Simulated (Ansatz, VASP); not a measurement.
One calculation of Ga, two programs

INCAR

```
PREC = Accurate
ENCUT = 520
EDIFF = 1E-6
ISMEAR = -1
SIGMA = 0.1
LREAL = F
LASPH = T
NELM = 60
ALGO = Normal
ISIF = 2
LWAVE = F
LCHARG = F
GGA = PE
NBANDS = 34
```

File KPOINTS:

```
regular mesh
0
Gamma
  8 8 7
```

Contents of POSCAR:

```
Ga
1.0
    2.3107968683     -3.8729233244      0.0000000000
    2.3107968683      3.8729233244      0.0000000000
    0.0000000000      0.0000000000      4.5463111460
Ga
4
Direct
    0.8442122196      0.1557877804      0.0839449706
    0.6557877804      0.3442122196      0.5839449706
    0.1557877804      0.8442122196      0.9160550294
    0.3442122196      0.6557877804      0.4160550294
```

Input for Ansatz:

```yaml
crystal:
  lattice:
    - [2.3107968683, -3.8729233244, 0.0]
    - [2.3107968683, 3.8729233244, 0.0]
    - [0.0, 0.0, 4.546311146]
  atoms:
    - { symbol: Ga, position: [0.8442122196, 0.1557877804, 0.0839449706] }
    - { symbol: Ga, position: [0.6557877804, 0.3442122196, 0.5839449706] }
    - { symbol: Ga, position: [0.1557877804, 0.8442122196, 0.9160550294] }
    - { symbol: Ga, position: [0.3442122196, 0.6557877804, 0.4160550294] }
hamiltonian:
  xc: pbe
  pseudopotentials:
    kind: paw
    azcp:
      Ga: "pseudopotentials/Ga.paw.azcp"
basis:
  ecutwfc: 420
  fft_grid_basis: typed
kpoints:
  mp_grid: { grid: [8, 8, 7], shift: [0, 0, 0] }
magnetization:
  spin_polarized: false
scf:
  occupations: { method: fermi_dirac, width: 0.1 }
  lower_state_search: "off"
output:
  stress: true
```

Alike in both runs: task single point; functional PBE; k mesh 8 × 8 × 7; occupations fermi-dirac, width 0.1 eV; no spin polarisation.

```csv
,VASP,Ansatz
version,VASP 6.6.1,Ansatz 0.2.0
potentials or method,"VASP PAW PBE potentials, release 64 (Ga_d), cutoff 520 eV","plane waves (420 eV) with PAW, scalar-relativistic"
valence electrons in the cell,52,52
```

```tsv
	VASP	Ansatz	Ansatz less VASP
pressure (GPa)	0.1	0.0	-0.15
```
